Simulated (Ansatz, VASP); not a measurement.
# One calculation of HC12, two programs

```xyz
26
Lattice="5.0509 0.0000 0.0000 0.0000 5.0509 0.0000 0.0000 0.0000 22.3755" Properties=species:S:1:pos:R:3 pbc="T T T"
C     0.0000    1.2627    4.0000
C     0.0000    3.7882    4.0000
C     2.5255    1.2627    4.0000
C     2.5255    3.7882    4.0000
C     0.0000    0.0000    4.8929
C     0.0000    2.5255    4.8929
C     2.5255    0.0000    4.8929
C     2.5255    2.5255    4.8929
C     1.2627    0.0000    5.7858
C     1.2627    2.5255    5.7858
C     3.7882    0.0000    5.7858
C     3.7882    2.5255    5.7858
C     1.2627    1.2627    6.6590
C     1.2627    3.7882    6.6590
C     3.7882    1.2627    6.6590
C     3.7882    3.7882    6.6590
C     0.0000    1.2627    7.5962
C     0.0000    3.7882    7.5962
C     2.5255    1.2627    7.5962
C     2.5255    3.7882    7.5962
C     0.0000    0.0000    8.3755
C     0.0000    2.5255    8.3755
C     2.5255    0.0000    8.3755
C     2.5255    2.5255    8.3755
H     4.6759    1.8941   10.1055
H     5.4259    1.8941   10.1055
```

Alike in both runs: task single point; functional PBE; k mesh 5 × 5 × 1; occupations gaussian, width 0.05 eV; no spin polarisation.

```csv
,VASP,Ansatz
version,VASP 6.6.1,Ansatz 0.2.0
potentials or method,"VASP PAW PBE potentials, release 64 (C, H), cutoff 520 eV","scalar-relativistic, plane waves, PAW"
valence electrons in the cell,98,98
```

VASP gave:

| Property | Result |
| --- | --- |
| gap on the k mesh at the Fermi level (eV) | none |
| rms of the force components (eV/Å) | 0.790 |

Question: What did Ansatz give for the same quantities?

Answer: gap on the k mesh at the Fermi level (eV): none; rms of the force components (eV/Å): 0.796.

Atom by atom the forces differ by 0.014 eV/Å (rms over components). A gap of «none» marks a metal or a gap that the smearing closes.
